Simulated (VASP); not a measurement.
# SiNi3 (Pm-3m) in VASP: notebook, part 2 of 2

VASP 6.6.1.

## 3. Single point, PBE (volume scaled by 0.88)

INCAR

```
SYSTEM = SiNi3
  ALGO = Fast
  EDIFF = 1E-7
  ENCUT = 520
  GGA = PE
  ISIF = 2
  ISMEAR = 0
  LASPH = .TRUE.
  LCHARG = .TRUE.
  LELF = .TRUE.
  LREAL = .FALSE.
  LVHAR = .TRUE.
  LWAVE = .FALSE.
  NBANDS = 25
  NELM = 80
  PREC = Accurate
  SIGMA = 0.1
```

KPOINTS

```
k-points
0
G
  12 12 12
  0 0 0
```

POSCAR

```
SiNi3
1.0
    3.3599999854      0.0000000000      0.0000000000
    0.0000000000      3.3599999854      0.0000000000
    0.0000000000      0.0000000000      3.3599999854
Si Ni
1 3
Direct
    0.0000000000      0.0000000000      0.0000000000
    0.0000000000      0.5000000000      0.5000000000
    0.5000000000      0.0000000000      0.5000000000
    0.5000000000      0.5000000000      0.0000000000
```

Potentials or basis: VASP PAW PBE potentials, release 64 (Si, Ni).

Started as:

```
$ cat potpaw_PBE.64/Si/POTCAR potpaw_PBE.64/Ni/POTCAR > POTCAR
$ mpirun -np 1 vasp_std > vasp.out
```

OUTCAR:

```text
SYSTEM = SiNi3
   EDIFF = 1E-7
   ENCUT = 520
   GGA = PE
   ISIF = 2
   ISMEAR = 0
   LASPH = .TRUE.
   LREAL = .FALSE.
   NELM = 80
   PREC = Accurate

 ion  position               nearest neighbor table
   1  0.000  0.000  0.000-   2 2.38   3 2.38   4 2.38   2 2.38   3 2.38   2 2.38   4 2.38   2 2.38
                             3 2.38   4 2.38   3 2.38   4 2.38
   2  0.000  0.500  0.500-   1 2.38   3 2.38   4 2.38   1 2.38   4 2.38   1 2.38   3 2.38   1 2.38
                             3 2.38   4 2.38   4 2.38   3 2.38
[... 879 lines left out ...]
  --------------------------------------------------------------------------------------
  -------------------------------------------------------------------------------------
  Total        8.7851087      8.7851087      8.7851087     -0.0000000     -0.0000000      0.0000000
  in kB      371.0563726    371.0563726    371.0563726     -0.0000000     -0.0000000      0.0000000
  external PRESSURE =     371.0563726 kB  Pullay stress =       0.0000000 kB

 VOLUME and BASIS-vectors are now :
 -----------------------------------------------------------------------------
  energy-cutoff  :      520.00
  volume of cell :       37.93
      direct lattice vectors                 reciprocal lattice vectors
     3.359999985  0.000000000  0.000000000     0.297619049  0.000000000  0.000000000
     0.000000000  3.359999985  0.000000000     0.000000000  0.297619049  0.000000000
     0.000000000  0.000000000  3.359999985     0.000000000  0.000000000  0.297619049

 POSITION                                       TOTAL-FORCE (eV/Angst)
 -----------------------------------------------------------------------------------
      0.00000      0.00000      0.00000         0.000000      0.000000      0.000000
      0.00000      1.68000      1.68000         0.000000      0.000000      0.000000
      1.68000      0.00000      1.68000         0.000000      0.000000      0.000000
      1.68000      1.68000      0.00000         0.000000      0.000000      0.000000
 -----------------------------------------------------------------------------------
    total drift:                                0.000000      0.000000      0.000000

  FREE ENERGIE OF THE ION-ELECTRON SYSTEM (eV)
  ---------------------------------------------------
  free  energy   TOTEN  =       -23.1618675552 eV

  energy  without entropy=      -23.1524253192  energy(sigma->0) =      -23.15714644
```

OSZICAR:

```text
N       E                     dE             d eps       ncg     rms          rms(c)
DAV:   1     0.202072808628E+03    0.20207E+03   -0.15335E+04  4328   0.187E+03
DAV:   2    -0.159528467849E+02   -0.21803E+03   -0.20508E+03  4217   0.335E+02
DAV:   3    -0.268269503583E+02   -0.10874E+02   -0.10505E+02  4709   0.978E+01
DAV:   4    -0.270156338262E+02   -0.18868E+00   -0.18828E+00  4924   0.117E+01
DAV:   5    -0.270212028617E+02   -0.55690E-02   -0.55680E-02  5167   0.189E+00    0.228E+01
RMM:   6    -0.258538988836E+02    0.11673E+01   -0.29661E+01  4641   0.626E+01    0.156E+01
RMM:   7    -0.233137732729E+02    0.25401E+01   -0.78880E+00  4374   0.339E+01    0.571E+00
RMM:   8    -0.231661331324E+02    0.14764E+00   -0.16074E-01  4763   0.371E+00    0.928E-01
RMM:   9    -0.231617388335E+02    0.43943E-02   -0.34344E-02  4910   0.153E+00    0.417E-01
RMM:  10    -0.231618351976E+02   -0.96364E-04   -0.11062E-02  5271   0.810E-01    0.237E-01
RMM:  11    -0.231623521272E+02   -0.51693E-03   -0.67794E-03  4663   0.972E-01    0.241E-01
RMM:  12    -0.231617707189E+02    0.58141E-03   -0.26790E-03  4848   0.545E-01    0.436E-02
RMM:  13    -0.231618537854E+02   -0.83066E-04   -0.88553E-04  5578   0.169E-01    0.307E-02
RMM:  14    -0.231618686349E+02   -0.14849E-04   -0.14546E-04  5967   0.709E-02    0.353E-02
RMM:  15    -0.231618678188E+02    0.81606E-06   -0.13604E-05  5922   0.188E-02    0.270E-02
RMM:  16    -0.231618675460E+02    0.27277E-06   -0.17402E-06  4641   0.129E-02    0.196E-02
RMM:  17    -0.231618675552E+02   -0.91795E-08   -0.57828E-07  3977   0.528E-03
   1 F= -.23161868E+02 E0= -.23157146E+02  d E =-.944224E-02
```

stdout:

```text
POSCAR found type information on POSCAR SiNi
 POSCAR found :  2 types and       4 ions
 scaLAPACK will be used
 LDA part: xc-table for (Slater+PW92), standard interpolation
 POSCAR, INCAR and KPOINTS ok, starting setup
 FFT: planning ... GRIDC
 FFT: planning ... GRID_SOFT
 FFT: planning ... GRID
 WAVECAR not read
 entering main loop
WARNING in EDDRMM: call to ZHEGV failed, returncode =   8  4     25
WARNING in EDDRMM: call to ZHEGV failed, returncode =   6  3     25
```

It took 74 s on 1 thread of AMD EPYC 9R14 (Zen 4), shared host; peak memory 0.16 GiB.

What came out:

* Free energy: -23.1619 eV
* Pressure: 37.1 GPa
* Band gap on the k mesh: zero (band 17 reaches 12.75 eV, above the bottom of band 18 at 12.46 eV)

Levels at points of the mesh, in eV from the Fermi level:
| k point | band 13 | band 14 | band 15 | band 16 | band 17 | band 18 | band 19 | band 20 | band 21 | band 22 |
| --- | --- | --- | --- | --- | --- | --- | --- | --- | --- | --- |
| (0.00, 0.00, 0.00) | -1.04 | -0.75 | -0.75 | -0.35 | 0.05 | 0.05 | 0.05 | 6.10 | 6.95 | 6.95 |
| (0.50, 0.00, 0.00) | -1.58 | -1.57 | -1.38 | -0.67 | 0.05 | 4.13 | 4.13 | 5.59 | 5.59 | 6.20 |
| (0.50, 0.50, 0.00) | -1.74 | -1.72 | -1.33 | -1.23 | -1.14 | 0.79 | 0.79 | 6.43 | 7.00 | 8.16 |
| (0.50, 0.50, 0.50) | -1.76 | -1.50 | -1.50 | -0.65 | -0.24 | -0.24 | -0.24 | 1.81 | 4.61 | 4.61 |

 Spin polarisation is off, so any magnetic state and its effect on volume and gap are missing.
